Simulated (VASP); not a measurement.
# PtSe2 in VASP: notebook

PtSe2 is run at these levels: PBE+D3(BJ); tasks: single point.

Program: VASP 6.6.1. These are calculated values, not measurements. Logs are shortened: lines on timing, memory, paths and dates and some standing lists are left out, and cuts for length are marked.

## (1) The cell of the first run

The cell holds a slab with vacuum, 6 atoms: a = 3.707 Å, b = 3.707 Å, c = 22.798 Å, α = 90.00°, β = 90.00°, γ = 120.00°.

## (2) Single point, PBE+D3(BJ) (layers slid over each other)

INCAR reads:

```
ALGO = Normal ; DIPOL = 0.5 0.5 0.394
EDIFF = 1E-6 ; ENCUT = 520
GGA = PE ; IDIPOL = 3
ISIF = 2 ; ISMEAR = 0
IVDW = 12 ; LASPH = T
LCHARG = F ; LDIPOL = T
LREAL = F ; LWAVE = F
NBANDS = 31 ; NELM = 100
PREC = Accurate ; SIGMA = 0.05
```

KPOINTS reads:

```
k-points
0
Gamma
  9 9 1
```

POSCAR reads:

```
PtSe2
1.0
    3.7070357954      0.0000000000      0.0000000000
   -1.8535178977      3.2103871715      0.0000000000
    0.0000000000      0.0000000000     22.7981616618
Se Pt
4 2
Direct
    0.6666666667      0.3333333333      0.1973843359
    0.3333333333      0.6666666667      0.3135814605
    0.3333333333      1.0000000000      0.4741207204
    0.0000000000      1.3333333333      0.5903178450
    0.0000000000      0.0000000000      0.2554828982
   -0.3333333333      0.6666666667      0.5322192827
```

Potentials or basis: VASP PAW PBE potentials, release 64 (Se, Pt).

Started as:

```bash
> cat potpaw_PBE.64/Se/POTCAR potpaw_PBE.64/Pt/POTCAR > POTCAR
> mpirun -np 1 vasp_std > vasp.out
```

OUTCAR:

```text
EDIFF = 1E-6
   ENCUT = 520
   GGA = PE
   ISIF = 2
   ISMEAR = 0
   IVDW = 12
   LASPH = T
   LREAL = F
   NELM = 100
   PREC = Accurate
 IVDW          = 12

 ion  position               nearest neighbor table
   1  0.667  0.333  0.197-   5 2.52   5 2.52   5 2.52
   2  0.333  0.667  0.314-   5 2.52   5 2.52   5 2.52
   3  0.333  0.000  0.474-   6 2.52   6 2.52   6 2.52
   4  0.000  0.333  0.590-   6 2.52   6 2.52   6 2.52
   5  0.000  0.000  0.255-   1 2.52   2 2.52   2 2.52   1 2.52   1 2.52   2 2.52
   6  0.667  0.667  0.532-   4 2.52   3 2.52   3 2.52   3 2.52   4 2.52   4 2.52

  LATTYP: Found a hexagonal cell.
 ALAT       =     3.7070357954
 C/A-ratio  =     6.1499707368

  Lattice vectors:

 A1 = (   3.7070357954,   0.0000000000,   0.0000000000)
 A2 = (  -1.8535178977,   3.2103871715,   0.0000000000)
 A3 = (   0.0000000000,   0.0000000000,  22.7981616618)

Analysis of symmetry for initial positions (statically):
=====================================================================
 Subroutine PRICEL returns:
 Original cell was already a primitive cell.

 Routine SETGRP: Setting up the symmetry group for a
 hexagonal supercell.

 Subroutine GETGRP returns: Found  2 space group operations
 (whereof  1 operations were pure point group operations)
 out of a pool of 24 trial point group operations.

The static configuration has the point symmetry C_1 .
 The point group associated with its full space group is S_2 .

Analysis of symmetry for dynamics (positions and initial velocities):
=====================================================================
 Subroutine PRICEL returns:
 Original cell was already a primitive cell.

 Routine SETGRP: Setting up the symmetry group for a
 hexagonal supercell.

 Subroutine GETGRP returns: Found  2 space group operations
 (whereof  1 operations were pure point group operations)
 out of a pool of 24 trial point group operations.

The dynamic configuration has the point symmetry C_1 .
 The point group associated with its full space group is S_2 .

 Subroutine INISYM returns: Found  2 space group operations
 (whereof  1 operations are pure point group operations),
 and found     1 'primitive' translations

----------------------------------------------------------------------------------------

                                     Primitive cell

  volume of cell :     271.3214

  direct lattice vectors                    reciprocal lattice vectors
     3.707035795  0.000000000  0.000000000     0.269757309  0.155744455  0.000000000
    -1.853517898  3.210387171  0.000000000     0.000000000  0.311488910  0.000000000
     0.000000000  0.000000000 22.798161662     0.000000000  0.000000000  0.043863186

  length of vectors
     3.707035795  3.707035795 22.798161662     0.311488910  0.311488910  0.043863186

  position of ions in fractional coordinates (direct lattice)
     0.666666667  0.333333333  0.197384336
     0.333333333  0.666666667  0.313581461
     0.333333333  0.000000000  0.474120720
     1.000000000  0.333333333  0.590317845
     0.000000000  0.000000000  0.255482898
     0.666666667  0.666666667  0.532219283

  ion indices of the primitive-cell ions
   primitive index   ion index
                 1           1
                 2           2
                 3           3
                 4           4
                 5           5
                 6           6

----------------------------------------------------------------------------------------

 KPOINTS: k-points

Automatic generation of k-mesh.
 Grid dimensions read from file:
 generate k-points for:    9    9    1

 Generating k-lattice:

  Cartesian coordinates                     Fractional coordinates (reciprocal lattice)
     0.029973034  0.017304939  0.000000000     0.111111111 -0.000000000  0.000000000
     0.000000000  0.034609879  0.000000000     0.000000000  0.111111111  0.000000000
     0.000000000  0.000000000  0.043863186     0.000000000  0.000000000  1.000000000

  Length of vectors
     0.034609879  0.034609879  0.043863186

  Shift w.r.t. Gamma in fractional coordinates (k-lattice)
     0.000000000  0.000000000  0.000000000

 Subroutine IBZKPT returns following result:
 ===========================================

 Found     41 irreducible k-points:

 Following reciprocal coordinates:
            Coordinates               Weight
  0.000000  0.000000  0.000000      1.000000
  0.111111  0.000000  0.000000      2.000000
  0.000000  0.111111  0.000000      2.000000
 -0.111111  0.111111  0.000000      2.000000
  0.222222  0.000000  0.000000      2.000000
  0.000000  0.222222  0.000000      2.000000
[... 16 lines left out ...]
  0.333333  0.111111  0.000000      2.000000
 -0.111111  0.444444  0.000000      2.000000
 [... further k-points ...]
   k-points           NKPTS =     41   k-points in BZ     NKDIM =     41   number of bands    NBANDS=     31
   number of dos      NEDOS =    301   number of ions     NIONS =      6
   total plane-waves  NPLWV = 141120
   dimension x,y,z NGX =    28 NGY =   28 NGZ =  180
   dimension x,y,z NGXF=    56 NGYF=   56 NGZF=  360
   ions per type =               4   2
   NGX,Y,Z   is equivalent  to a cutoff of  12.56, 12.56, 13.13 a.u.
   NGXF,Y,Z  is equivalent  to a cutoff of  25.11, 25.11, 26.25 a.u.
 SYSTEM =  unknown system
   PREC   = accura    normal or accurate (medium, high low for compatibility)
   ISTART =      0    job   : 0-new  1-cont  2-samecut
   ICHARG =      2    charge: 1-file 2-atom 10-const
   ISPIN  =      1    spin polarized calculation?
   LNONCOLLINEAR =      F non collinear calculations
   LSORBIT =      F    spin-orbit coupling
   LASPH  =      T    aspherical Exc in radial PAW
   ENCUT  =  520.0 eV  38.22 Ry    6.18 a.u.   6.89  6.89 42.39*2*pi/ulx,y,z
   NELM   =    100;   NELMIN=  2; NELMDL= -5     # of ELM steps
   EDIFF  = 0.1E-05   stopping-criterion for ELM
   LREAL  =      F    real-space projection
   EDIFFG = 0.1E-04   stopping-criterion for IOM
   NSW    =      0    number of steps for IOM
   IBRION =     -1    ionic relax: 0-MD 1-quasi-New 2-CG
   NFREE  =      0    steps in history (QN), initial steepest desc. (CG)
   ISIF   =      2    stress and relaxation
   ISYM   =      2    0-nonsym 1-usesym 2-fastsym
   POTIM  = 0.5000    time-step for ionic-motion
   TEBEG  =    0.0;   TEEND  =   0.0 temperature during run
   PSTRESS=    0.0 pullay stress
   NELECT =      44.0000    total number of electrons
   NUPDOWN=      -1.0000    fix difference up-down
   EMIN   =  10.00;   EMAX   =-10.00  energy-range for DOS
   EFERMI =   0.00;   METHOD = LEGACY
   ISMEAR =     0;   SIGMA  =   0.05  broadening in eV -4-tet -1-fermi 0-gaus
   EFERMI_NEDOS =   21; number of points for ismear=-14 and -15
   IALGO  =     38    algorithm
   IMIX   =      4    mixing-type and parameters
     AMIX     =   0.40;   BMIX     =  1.00
     AMIX_MAG =   1.60;   BMIX_MAG =  1.00
  volume/ion in A,a.u.               =      45.22       305.16
  Fermi-wavevector in a.u.,A,eV,Ry     =   0.892752  1.687058 10.843938  0.797007
  Thomas-Fermi vector in A             =   2.014742
   LORBIT       =      0    0 simple, 1 ext, 2 COOP (PROOUT), +10 PAW based schemes
   GGA     = PE    functional components
   LHFCALC =     F    Hartree Fock is set to
   AEXX    =    0.0000 exact exchange contribution
   IVDW    =    12    specifies the selected vdW correction
   LEPSILON=     F    determine dielectric tensor
   LRPA    =     F    only Hartree local field effects (RPA)
 non-spin polarized calculation
 Gauss-broadening in eV      SIGMA  =   0.05
  energy-cutoff  :      520.00
  volume of cell :      271.32
 maximum number of plane-waves:      7334
   NGX = 13   NGY = 13   NGZ = 85

 dipolmoment           0.000000      0.000000      0.000046 electrons x Angstroem

 number of electron      44.0000001 magnetization

 dipolmoment           0.000000      0.000000     -0.000006 electrons x Angstroem

 Free energy of the ion-electron system (eV)
  ---------------------------------------------------
  ext. energy  EPLUGINS =         0.00000000
  ---------------------------------------------------
  free energy    TOTEN  =       -28.56999884 eV

  energy without entropy =      -28.56999884  energy(sigma->0) =      -28.56999884

 E-fermi :  -0.2615     XC(G=0):  -5.5314

 val. band max:       -0.4712744363   @ k =  -0.2222   0.1111   0.0000
 cond. band min:       0.5351720954   @ k =   0.2222   0.0000   0.0000
 fundamental gap:      1.0064465317
 Fermi energy:        -0.2614843024

 k-point     1 :       0.0000    0.0000    0.0000
  band No.  band energies     occupation
      1     -14.7488      2.00000
      2     -14.7105      2.00000
      3     -13.0058      2.00000
      4     -12.9264      2.00000
      5      -5.9705      2.00000
      6      -5.7754      2.00000
[... 23 lines left out ...]
     30       4.8794      0.00000
     31       4.9350      0.00000

 k-point     2 :       0.1111    0.0000    0.0000
  band No.  band energies     occupation
      1     -14.6166      2.00000
      2     -14.5780      2.00000
      3     -13.0093      2.00000
      4     -12.9344      2.00000
      5      -5.8729      2.00000
      6      -5.7945      2.00000
[... 23 lines left out ...]
     30       5.5611      0.00000
     31       5.5873      0.00000

 k-point     3 :       0.0000    0.1111    0.0000
  band No.  band energies     occupation
      1     -14.6164      2.00000
      2     -14.5782      2.00000
      3     -13.0087      2.00000
      4     -12.9350      2.00000
      5      -5.8725      2.00000
      6      -5.7941      2.00000
[... 703 lines left out ...]
     30       6.3086      0.00000
     31       6.7797      0.00000

 k-point    24 :      -0.1111    0.4444    0.0000
  band No.  band energies     occupation
      1     -13.4703      2.00000
      2     -13.4393      2.00000
      3     -13.0545      2.00000
      4     -13.0237      2.00000
      5      -6.3620      2.00000
      6      -6.3169      2.00000
[... 23 lines left out ...]
     30       6.3905      0.00000
     31       6.7511      0.00000

 [... further k-points ...]

------------------------ aborting loop because EDIFF is reached ----------------------------------------

 vacuum level on the upper side and lower side of the slab       (xc-potential included)        -0.176        -0.177

 Edisp (eV)   -2.03698

 E8    (eV) :    -0.9033

  FORCE on cell =-STRESS in cart. coord.  units (eV):
  Direction    XX          YY          ZZ          XY          YZ          ZX
  --------------------------------------------------------------------------------------
  -------------------------------------------------------------------------------------
  Total      -0.18872    -0.11495    -0.64263    -0.01065     0.09564    -0.06270
  in kB      -1.11440    -0.67879    -3.79478    -0.06288     0.56475    -0.37024
  external pressure =       -1.86 kB  Pullay stress =        0.00 kB

 VOLUME and BASIS-vectors are now :
 -----------------------------------------------------------------------------
  energy-cutoff  :      520.00
  volume of cell :      271.32
      direct lattice vectors                 reciprocal lattice vectors
     3.707035795  0.000000000  0.000000000     0.269757309  0.155744455  0.000000000
    -1.853517898  3.210387171  0.000000000     0.000000000  0.311488910  0.000000000
     0.000000000  0.000000000 22.798161662     0.000000000  0.000000000  0.043863186

 POSITION                                       TOTAL-FORCE (eV/Angst)
 -----------------------------------------------------------------------------------
      1.85352      1.07013      4.50000         0.005607     -0.012786     -0.001004
     -0.00000      2.14026      7.14908         0.006554     -0.020814      0.063087
      1.23568      0.00000     10.80908        -0.006554      0.020814     -0.063087
     -0.61784      1.07013     13.45816        -0.005607      0.012786      0.001004
      0.00000      0.00000      5.82454        -0.001667      0.015266      0.058962
      1.23568      2.14026     12.13362         0.001667     -0.015266     -0.058962
 -----------------------------------------------------------------------------------
    total drift:                                0.000003      0.000007     -0.000195

  FREE ENERGIE OF THE ION-ELECTRON SYSTEM (eV)
  ---------------------------------------------------
  free  energy   TOTEN  =       -30.6069834637 eV

  energy  without entropy=      -30.6069834637  energy(sigma->0) =      -30.60698346

 vacuum level on the upper side and lower side of the slab         4.858         4.858
```

Run time: 4.4 min. Hardware: 1 thread of Intel Xeon 6975P-C (Granite Rapids), shared host; peak memory 0.56 GiB.

Results:

* Free energy: -30.6070 eV
* Largest force: 0.067 eV/Å
* Band gap on the k mesh: 1.01 eV (least direct gap 1.17 eV)
* Dispersion energy per atom: -0.339 eV

Forces on the atoms (eV/Å):
```
Se   0.006 -0.013 -0.001
Se   0.007 -0.021  0.063
Se  -0.007  0.021 -0.063
Se  -0.006  0.013  0.001
Pt  -0.002  0.015  0.059
Pt   0.002 -0.015 -0.059
```

Levels at points of the mesh, in eV from the valence-band top:
```tsv
k point	band 20	band 21	band 22	band 23	band 24	band 25
(0.00, 0.00, 0.00)	-0.23	-0.20	-0.20	2.72	2.72	2.77
```

Caveat: the cell differs from its parent crystal (layers slid over each other); spin-orbit coupling is left out, which moves the levels of the heavy elements.

(Part 1 of 2 ends here.)
